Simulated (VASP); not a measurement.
# HfN (I4/mmm) in VASP: further runs

HfN is run at these levels: PBE; tasks: single point.

All numbers are computed with VASP 6.6.1; they aren't measurements. Logs are shortened: lines on timing, memory, paths and dates and some standing lists are left out, and cuts for length are marked.

## (1) The cell of the first run

It takes space group I4/mmm (No. 139, tetragonal). The conventional cell has a = 3.099 Å, b = 3.099 Å, c = 4.654 Å, α = 90.00°, β = 90.00°, γ = 90.00°. Within 2.9 Å of Hf (site symmetry 4/mmm) lie 6 N at 2.19 to 2.33 Å. Within 2.9 Å of N (site symmetry 4/mmm) lie 6 Hf at 2.19 to 2.33 Å.

## (2) Single point, PBE (strain -0.030 along x and y, +0.030 along z)

INCAR

```
ALGO = Normal
EDIFF = 1E-6
ENCUT = 520
GGA = PE
ISIF = 2
ISMEAR = 0
LASPH = True
LCHARG = False
LREAL = False
LWAVE = False
NBANDS = 14
NELM = 60
PREC = Accurate
SIGMA = 0.15
```

KPOINTS

```
k-points
0
Gamma
  18 18 18
```

POSCAR

```
HfN
1.0
    0.0000000000      2.1912300000      2.3267700000
    2.1912300000      0.0000000000      2.3267700000
    2.1912300000      2.1912300000      0.0000000000
Hf N
1 1
Direct
    0.0000000000      0.0000000000      0.0000000000
    0.5000000000      0.5000000000      0.5000000000
```

Potentials or basis: VASP PAW PBE potentials, release 64 (Hf_pv, N).

Run with:

```sh
$ cat potpaw_PBE.64/Hf_pv/POTCAR potpaw_PBE.64/N/POTCAR > POTCAR
$ mpirun -np 1 vasp_std > vasp.out
```

OUTCAR:

```text
EDIFF = 1E-6
   ENCUT = 520
   GGA = PE
   ISIF = 2
   ISMEAR = 0
   LASPH = True
   LREAL = False
   NELM = 60
   PREC = Accurate

 ion  position               nearest neighbor table
   1  0.000  0.000  0.000-   2 2.19   2 2.19   2 2.19   2 2.19   2 2.33   2 2.33
   2  0.500  0.500  0.500-   1 2.19   1 2.19   1 2.19   1 2.19   1 2.33   1 2.33

  LATTYP: Found a body centered tetragonal cell.
 ALAT       =     3.0988671843
 C/A-ratio  =     1.5016906899

  Lattice vectors:

 A1 = (  -2.1912300000,   0.0000000000,   2.3267700000)
 A2 = (   2.1912300000,   0.0000000000,   2.3267700000)
 A3 = (   0.0000000000,   2.1912300000,  -2.3267700000)

Analysis of symmetry for initial positions (statically):
=====================================================================
 Subroutine PRICEL returns:
 Original cell was already a primitive cell.

 Routine SETGRP: Setting up the symmetry group for a
 body centered tetragonal supercell.

 Subroutine GETGRP returns: Found 16 space group operations
 (whereof 16 operations were pure point group operations)
 out of a pool of 16 trial point group operations.

The static configuration has the point symmetry D_4h.

Analysis of symmetry for dynamics (positions and initial velocities):
=====================================================================
 Subroutine PRICEL returns:
 Original cell was already a primitive cell.

 Routine SETGRP: Setting up the symmetry group for a
 body centered tetragonal supercell.

 Subroutine GETGRP returns: Found 16 space group operations
 (whereof 16 operations were pure point group operations)
 out of a pool of 16 trial point group operations.

The dynamic configuration has the point symmetry D_4h.

 Subroutine INISYM returns: Found 16 space group operations
 (whereof 16 operations are pure point group operations),
 and found     1 'primitive' translations

----------------------------------------------------------------------------------------

                                     Primitive cell

  volume of cell :      22.3439

  direct lattice vectors                    reciprocal lattice vectors
     0.000000000  2.191230000  2.326770000    -0.228182345  0.228182345  0.214890170
     2.191230000  0.000000000  2.326770000     0.228182345 -0.228182345  0.214890170
     2.191230000  2.191230000  0.000000000     0.228182345  0.228182345 -0.214890170

  length of vectors
     3.196145733  3.196145733  3.098867184     0.387701109  0.387701109  0.387701109

  position of ions in fractional coordinates (direct lattice)
     0.000000000  0.000000000  0.000000000
     0.500000000  0.500000000  0.500000000

  ion indices of the primitive-cell ions
   primitive index   ion index
                 1           1
                 2           2

----------------------------------------------------------------------------------------

 KPOINTS: k-points

Automatic generation of k-mesh.
 Grid dimensions read from file:
 generate k-points for:   18   18   18

 Generating k-lattice:

  Cartesian coordinates                     Fractional coordinates (reciprocal lattice)
    -0.012676797  0.012676797  0.011938343     0.055555556  0.000000000  0.000000000
     0.012676797 -0.012676797  0.011938343     0.000000000  0.055555556  0.000000000
     0.012676797  0.012676797 -0.011938343     0.000000000  0.000000000  0.055555556

  Length of vectors
     0.021538951  0.021538951  0.021538951

  Shift w.r.t. Gamma in fractional coordinates (k-lattice)
     0.000000000  0.000000000  0.000000000

 Subroutine IBZKPT returns following result:
 ===========================================

 Found    480 irreducible k-points:

 Following reciprocal coordinates:
            Coordinates               Weight
  0.000000  0.000000  0.000000      1.000000
  0.055556  0.000000  0.000000      8.000000
  0.111111  0.000000  0.000000      8.000000
  0.166667  0.000000  0.000000      8.000000
  0.222222  0.000000  0.000000      8.000000
  0.277778  0.000000  0.000000      8.000000
[... 16 lines left out ...]
 -0.277778  0.055556  0.000000      8.000000
 -0.222222  0.055556  0.000000      8.000000
 [... further k-points ...]
   k-points           NKPTS =    480   k-points in BZ     NKDIM =    480   number of bands    NBANDS=     14
   number of dos      NEDOS =    301   number of ions     NIONS =      2
   total plane-waves  NPLWV =  13824
   dimension x,y,z NGX =    24 NGY =   24 NGZ =   24
   dimension x,y,z NGXF=    48 NGYF=   48 NGZF=   48
   ions per type =               1   1
   NGX,Y,Z   is equivalent  to a cutoff of  12.48, 12.48, 12.88 a.u.
   NGXF,Y,Z  is equivalent  to a cutoff of  24.97, 24.97, 25.75 a.u.
 SYSTEM =  unknown system
   PREC   = accura    normal or accurate (medium, high low for compatibility)
   ISTART =      0    job   : 0-new  1-cont  2-samecut
   ICHARG =      2    charge: 1-file 2-atom 10-const
   ISPIN  =      1    spin polarized calculation?
   LNONCOLLINEAR =      F non collinear calculations
   LSORBIT =      F    spin-orbit coupling
   LASPH  =      T    aspherical Exc in radial PAW
   ENCUT  =  520.0 eV  38.22 Ry    6.18 a.u.   5.94  5.94  5.76*2*pi/ulx,y,z
   NELM   =     60;   NELMIN=  2; NELMDL= -5     # of ELM steps
   EDIFF  = 0.1E-05   stopping-criterion for ELM
   LREAL  =      F    real-space projection
   EDIFFG = 0.1E-04   stopping-criterion for IOM
   NSW    =      0    number of steps for IOM
   IBRION =     -1    ionic relax: 0-MD 1-quasi-New 2-CG
   NFREE  =      0    steps in history (QN), initial steepest desc. (CG)
   ISIF   =      2    stress and relaxation
   ISYM   =      2    0-nonsym 1-usesym 2-fastsym
   POTIM  = 0.5000    time-step for ionic-motion
   TEBEG  =    0.0;   TEEND  =   0.0 temperature during run
   PSTRESS=    0.0 pullay stress
   NELECT =      15.0000    total number of electrons
   NUPDOWN=      -1.0000    fix difference up-down
   EMIN   =  10.00;   EMAX   =-10.00  energy-range for DOS
   EFERMI =   0.00;   METHOD = LEGACY
   ISMEAR =     0;   SIGMA  =   0.15  broadening in eV -4-tet -1-fermi 0-gaus
   EFERMI_NEDOS =   21; number of points for ismear=-14 and -15
   IALGO  =     38    algorithm
   IMIX   =      4    mixing-type and parameters
     AMIX     =   0.40;   BMIX     =  1.00
     AMIX_MAG =   1.60;   BMIX_MAG =  1.00
  volume/ion in A,a.u.               =      11.17        75.39
  Fermi-wavevector in a.u.,A,eV,Ry     =   1.433460  2.708846 27.957339  2.054806
  Thomas-Fermi vector in A             =   2.552975
   LORBIT       =      0    0 simple, 1 ext, 2 COOP (PROOUT), +10 PAW based schemes
   GGA     = PE    functional components
   LHFCALC =     F    Hartree Fock is set to
   AEXX    =    0.0000 exact exchange contribution
   IVDW    =     0    specifies the selected vdW correction
   LEPSILON=     F    determine dielectric tensor
   LRPA    =     F    only Hartree local field effects (RPA)
 non-spin polarized calculation
 Gauss-broadening in eV      SIGMA  =   0.15
  energy-cutoff  :      520.00
  volume of cell :       22.34
 maximum number of plane-waves:       622
   NGX = 11   NGY = 11   NGZ = 11

 number of electron      15.0000000 magnetization

 Free energy of the ion-electron system (eV)
  ---------------------------------------------------
  ext. energy  EPLUGINS =         0.00000000
  ---------------------------------------------------
  free energy    TOTEN  =       -21.63153426 eV

  energy without entropy =      -21.62503666  energy(sigma->0) =      -21.62828546

 E-fermi :   8.6959     XC(G=0): -12.8911

 val. band max:        8.6950178821   @ k =   0.4444   0.0000   0.1667
 cond. band min:       8.6973980731   @ k =  -0.3333   0.2222   0.4444
 fundamental gap:      0.0023801910
 Fermi energy:         8.6958933940

 k-point     1 :       0.0000    0.0000    0.0000
  band No.  band energies     occupation
      1     -22.3965      2.00000
      2     -22.3206      2.00000
      3     -22.3206      2.00000
      4      -9.0417      2.00000
      5       5.4079      2.00000
      6       5.7076      2.00000
      7       5.7076      2.00000
      8       7.8563      2.00000
      9       8.5651      1.78260
     10       8.5651      1.78260
     11       9.3868      0.00000
     12      11.1806      0.00000
     13      11.7176      0.00000
     14      18.3486      0.00000

 k-point     2 :       0.0556    0.0000    0.0000
  band No.  band energies     occupation
      1     -22.4122      2.00000
      2     -22.3459      2.00000
      3     -22.3220      2.00000
      4      -8.9639      2.00000
      5       5.1458      2.00000
      6       5.4283      2.00000
      7       5.5103      2.00000
      8       8.0075      2.00000
      9       8.6420      1.38854
     10       8.6613      1.25600
     11       9.6443      0.00000
     12      11.4471      0.00000
     13      11.9406      0.00000
     14      18.6035      0.00000

 k-point     3 :       0.1111    0.0000    0.0000
  band No.  band energies     occupation
      1     -22.4920      2.00000
      2     -22.3827      2.00000
      3     -22.3261      2.00000
      4      -8.7387      2.00000
      5       4.4430      2.00000
      6       4.8682      2.00000
      7       5.0271      2.00000
      8       8.3496      1.99890
      9       8.8041      0.30749
     10       8.9252      0.03064
     11      10.3214      0.00000
     12      12.1553      0.00000
     13      12.5379      0.00000
     14      19.3231      0.00000
[... 324 lines left out ...]
 k-point    23 :      -0.2778    0.0556    0.0000
  band No.  band energies     occupation
      1     -23.0846      2.00000
      2     -22.5003      2.00000
      3     -22.3368      2.00000
      4      -7.2003      2.00000
      5       1.3097      2.00000
      6       2.9762      2.00000
      7       3.1286      2.00000
      8       9.6214      0.00000
      9      10.4545      0.00000
     10      11.3075      0.00000
     11      12.5996      0.00000
     12      15.6184      0.00000
     13      16.4456      0.00000
     14      21.0455      0.00000

 k-point    24 :      -0.2222    0.0556    0.0000
  band No.  band energies     occupation
      1     -22.9063      2.00000
      2     -22.4767      2.00000
      3     -22.3276      2.00000
      4      -7.6855      2.00000
      5       2.1596      2.00000
      6       3.4192      2.00000
      7       3.6003      2.00000
      8       9.2041      0.00000
      9       9.8413      0.00000
     10      10.4890      0.00000
     11      11.6586      0.00000
     12      14.9664      0.00000
     13      15.3173      0.00000
     14      21.0543      0.00000

 [... further k-points ...]
[... 5 lines left out ...]
  --------------------------------------------------------------------------------------
  -------------------------------------------------------------------------------------
  Total        3.5871152      3.5871152     -0.9029286      0.0000000     -0.0000000     -0.0000000
  in kB      257.2151355    257.2151355    -64.7447588      0.0000000     -0.0000000     -0.0000000
  external PRESSURE =     149.8951707 kB  Pullay stress =       0.0000000 kB

 VOLUME and BASIS-vectors are now :
 -----------------------------------------------------------------------------
  energy-cutoff  :      520.00
  volume of cell :       22.34
      direct lattice vectors                 reciprocal lattice vectors
     0.000000000  2.191230000  2.326770000    -0.228182345  0.228182345  0.214890170
     2.191230000  0.000000000  2.326770000     0.228182345 -0.228182345  0.214890170
     2.191230000  2.191230000  0.000000000     0.228182345  0.228182345 -0.214890170

 POSITION                                       TOTAL-FORCE (eV/Angst)
 -----------------------------------------------------------------------------------
      0.00000      0.00000      0.00000         0.000000     -0.000000     -0.000000
      2.19123      2.19123      2.32677        -0.000000      0.000000      0.000000
 -----------------------------------------------------------------------------------
    total drift:                                0.000000     -0.000000     -0.000000

  FREE ENERGIE OF THE ION-ELECTRON SYSTEM (eV)
  ---------------------------------------------------
  free  energy   TOTEN  =       -21.6315342619 eV

  energy  without entropy=      -21.6250366603  energy(sigma->0) =      -21.62828546
```

Wall time 2.5 min (1 thread of Intel Xeon 8259CL, shared host); peak memory 0.27 GiB.

Results:

| Quantity | Value |
| --- | --- |
| Free energy | -21.6315 eV |
| Pressure | 15.0 GPa |
| Band gap on the k mesh | zero (an odd number of electrons rules out a gap without spin polarisation) |

Levels at points of the mesh, in eV from the Fermi level:
```csv
k point,band 6,band 7,band 8,band 9,band 10,band 11
"(0.00, 0.00, 0.00)",-2.99,-2.99,-0.84,-0.13,-0.13,0.69
"(0.50, 0.00, 0.00)",-6.44,-6.38,3.40,3.69,4.13,4.52
"(0.50, 0.50, 0.00)",-3.87,-3.55,-3.55,4.26,5.71,5.71
"(0.50, 0.00, 0.50)",-4.01,-3.96,-3.66,3.91,5.24,6.22
```

Caveat: the cell differs from its parent crystal (strain -0.030 along x and y, +0.030 along z); the stress differs along the axes, from -6 to 26 GPa; spin-orbit coupling is left out, which moves the levels of the heavy elements.

## (3) Single point, PBE (strain +0.000 along x and y, -0.030 along z)

INCAR

```
  PREC = Accurate
  ENCUT = 520
  EDIFF = 1E-6
  ISMEAR = 0
  SIGMA = 0.15
  LREAL = False
  LASPH = True
  NELM = 100
  ALGO = Normal
  ISIF = 2
  LWAVE = False
  LCHARG = False
  GGA = PE
  NBANDS = 14
```

KPOINTS

```
regular mesh
0
Gamma
  18 18 18
```

POSCAR

```
HfN
1.0
    0.0000000000      2.2590000000      2.1912300000
    2.2590000000      0.0000000000      2.1912300000
    2.2590000000      2.2590000000      0.0000000000
Hf N
1 1
Direct
    0.0000000000      0.0000000000      0.0000000000
    0.5000000000      0.5000000000      0.5000000000
```

Potentials or basis: VASP PAW PBE potentials, release 64 (Hf_pv, N).

Run with:

```sh
$ cat potpaw_PBE.64/Hf_pv/POTCAR potpaw_PBE.64/N/POTCAR > POTCAR
$ mpirun -np 1 vasp_std > vasp.out
```

Run time: 2.4 min. Hardware: 1 thread of Intel Xeon 8259CL, shared host; peak memory 0.27 GiB.

Results (log left out):

* Free energy: -21.6995 eV
* Pressure: 12.9 GPa
* Band gap on the k mesh: zero (an odd number of electrons rules out a gap without spin polarisation)

Stress tensor (GPa, compression positive):
```
 6.87  0.00  0.00
 0.00  6.87  0.00
 0.00  0.00 24.98
```

Levels at points of the mesh, in eV from the Fermi level:
| k point | band 4 | band 5 | band 6 | band 7 | band 8 | band 9 | band 10 | band 11 | band 12 | band 13 |
| --- | --- | --- | --- | --- | --- | --- | --- | --- | --- | --- |
| (0.00, 0.00, 0.00) | -17.70 | -3.12 | -3.12 | -2.95 | -0.47 | -0.47 | -0.12 | 1.59 | 1.81 | 2.81 |
| (0.50, 0.00, 0.00) | -14.78 | -9.07 | -6.36 | -6.34 | 3.40 | 3.79 | 3.99 | 4.58 | 8.83 | 9.50 |
| (0.50, 0.50, 0.00) | -16.59 | -5.17 | -4.01 | -3.81 | -3.81 | 4.28 | 5.76 | 5.76 | 5.94 | 8.66 |
| (0.50, 0.00, 0.50) | -16.61 | -5.52 | -3.91 | -3.74 | -3.57 | 4.16 | 5.54 | 5.97 | 6.08 | 8.33 |

Caveat: the cell differs from its parent crystal (strain +0.000 along x and y, -0.030 along z); the stress differs along the axes, from 7 to 25 GPa; spin-orbit coupling is left out, which moves the levels of the heavy elements.

## (4) Single point, PBE (strain -0.015 along x and y, +0.000 along z)

INCAR

```
SYSTEM = HfN
ALGO = Normal ; EDIFF = 1E-6
ENCUT = 520 ; GGA = PE
ISIF = 2 ; ISMEAR = 0
LASPH = .TRUE. ; LCHARG = .TRUE.
LELF = .TRUE. ; LREAL = .FALSE.
LVHAR = .TRUE. ; LWAVE = .FALSE.
NBANDS = 14 ; NELM = 60
PREC = Accurate ; SIGMA = 0.15
```

KPOINTS

```
k-points
0
G
  18 18 18
  0 0 0
```

POSCAR

```
HfN
1.0
    0.0000000000      2.2251150000      2.2590000000
    2.2251150000      0.0000000000      2.2590000000
    2.2251150000      2.2251150000      0.0000000000
Hf N
1 1
Direct
    0.0000000000      0.0000000000      0.0000000000
    0.5000000000      0.5000000000      0.5000000000
```

Run with:

```sh
$ cat potpaw_PBE.64/Hf_pv/POTCAR potpaw_PBE.64/N/POTCAR > POTCAR
$ mpirun -np 1 vasp_std > vasp.out
```

Wall time 2.4 min (1 thread of Intel Xeon 8259CL, shared host); peak memory 0.27 GiB.

The run converged. Its results:

```yaml
Free_energy: -21.7191 eV
Pressure: 12.3 GPa
Band_gap_on_the_k_mesh: zero (an odd number of electrons rules out a gap without spin polarisation)
```

Stress tensor (GPa, compression positive):
```
15.12  0.00  0.00
 0.00 15.12  0.00
 0.00  0.00  6.76
```

Levels at points of the mesh, in eV from the Fermi level:
| k point | band 4 | band 5 | band 6 | band 7 | band 8 | band 9 | band 10 | band 11 | band 12 | band 13 |
| --- | --- | --- | --- | --- | --- | --- | --- | --- | --- | --- |
| (0.00, 0.00, 0.00) | -17.69 | -3.12 | -3.04 | -3.04 | -0.48 | -0.30 | -0.30 | 1.71 | 2.16 | 2.32 |
| (0.50, 0.00, 0.00) | -14.79 | -9.06 | -6.35 | -6.33 | 3.42 | 3.81 | 3.93 | 4.59 | 9.00 | 9.40 |
| (0.50, 0.50, 0.00) | -16.60 | -5.51 | -3.92 | -3.66 | -3.66 | 4.27 | 5.76 | 5.76 | 5.96 | 8.30 |
| (0.50, 0.00, 0.50) | -16.59 | -5.35 | -3.96 | -3.77 | -3.69 | 4.24 | 5.65 | 5.88 | 5.98 | 8.46 |

Caveat: the cell differs from its parent crystal (strain -0.015 along x and y, +0.000 along z); the stress differs along the axes, from 7 to 15 GPa; spin-orbit coupling is left out, which moves the levels of the heavy elements.

(Part 1 of 2 ends here.)
